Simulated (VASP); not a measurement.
Be2ZnSe3:

```xyz
12
Lattice="3.8528 -0.0095 0.0594 -0.0165 6.5241 -0.0023 0.1464 -0.0033 9.3088" Properties=species:S:1:pos:R:3 pbc="T T T"
Be    0.1068   -0.0835    0.1513
Be    1.9060    3.3479   -0.0525
Be    1.8098    1.1329    3.1751
Be    3.9580    4.3785    3.3191
Zn    4.1084    2.1364    6.2408
Zn    2.0560    5.2950    6.2467
Se    0.0877   -0.0038    7.1354
Se    1.9698    3.2780    7.1492
Se    3.8234    2.2106    3.6859
Se    1.9643    5.4962    3.7372
Se    1.8900    1.0864    0.7308
Se    3.8659    4.2644    0.7749
```

- Program: VASP 6.6.1
- Task: relaxation of cell and atoms
- Functional: PBE
- Potentials or basis: VASP PAW PBE potentials, release 64 (Be, Zn, Se)
- Cutoff: 600 eV
- k mesh: 4 × 2 × 2
- Occupations: gaussian, width 0.1 eV
- Spin: no spin polarisation

At the start: pressure 0.9 GPa; volume 19.49 Å³/atom.

Task: How do energy, volume and symmetry change on relaxing?

Result: Over 23 steps the energy falls by 82.8 meV/atom and the volume is 19.44 Å³/atom (-0.3 %); space group P1 (No. 1, to 0.1 Å) before, P3m1 (No. 156, to 0.1 Å).

The path:
| step | energy change (eV) | largest force (eV/Å) | pressure (GPa) | volume (Å³) |
| --- | --- | --- | --- | --- |
| 1 | 0.0000 | 2.1520 | 0.93 | 233.93 |
| 2 | -0.6449 | 1.0251 | -1.10 | 237.71 |
| 3 | -0.6984 | 0.8746 | -1.53 | 239.33 |
| 4 | -0.8854 | 0.5470 | 0.08 | 233.33 |
| 5 | -0.8973 | 0.6107 | 0.67 | 231.48 |
| 6 | -0.9536 | 0.2670 | -0.03 | 233.46 |
| 7 | -0.9551 | 0.2678 | -0.15 | 233.84 |
| 8 | -0.9711 | 0.1288 | -0.11 | 233.55 |
| 9 | -0.9745 | 0.2016 | -0.07 | 233.34 |
| 10 | -0.9817 | 0.1248 | 0.09 | 232.81 |
| 11 | -0.9847 | 0.1221 | 0.28 | 232.18 |
| 12 | -0.9887 | 0.0730 | -0.15 | 233.70 |
| 13 | -0.9887 | 0.0720 | -0.21 | 233.81 |
| 14 | -0.9910 | 0.0492 | -0.02 | 233.23 |
| 15 | -0.9910 | 0.0535 | 0.03 | 233.13 |
| 16 | -0.9919 | 0.0298 | 0.01 | 233.14 |
| 17 | -0.9920 | 0.0438 | 0.01 | 233.14 |
| 18 | -0.9926 | 0.0283 | -0.02 | 233.25 |
| 19 | -0.9926 | 0.0439 | -0.03 | 233.30 |
| 20 | -0.9931 | 0.0311 | 0.01 | 233.19 |
| 21 | -0.9933 | 0.0252 | 0.04 | 233.09 |
| 22 | -0.9933 | 0.0282 | 0.04 | 233.06 |
| 23 | -0.9935 | 0.0112 | -0.03 | 233.27 |

Final structure:
```
Be Zn Se
1.0
     3.80994    0.00005    0.00008
     0.00069    6.55742   -0.01011
     0.00122   -0.01325    9.33682
Be Zn Se
4 2 6
Direct
  0.00004 0.00019 0.00837
  0.49919 0.50025 0.00878
  0.50007 0.16684 0.32407
  0.99911 0.66691 0.32451
  0.00105 0.33313 0.66320
  0.50060 0.83302 0.66315
  0.00070 0.99956 0.77014
  0.50081 0.49952 0.77029
  0.00014 0.33342 0.39951
  0.49916 0.83356 0.39951
  0.49986 0.16672 0.08407
  0.99926 0.66689 0.08441
```

Caveat: the k points lie up to 0.48 Å⁻¹ apart in the final cell.
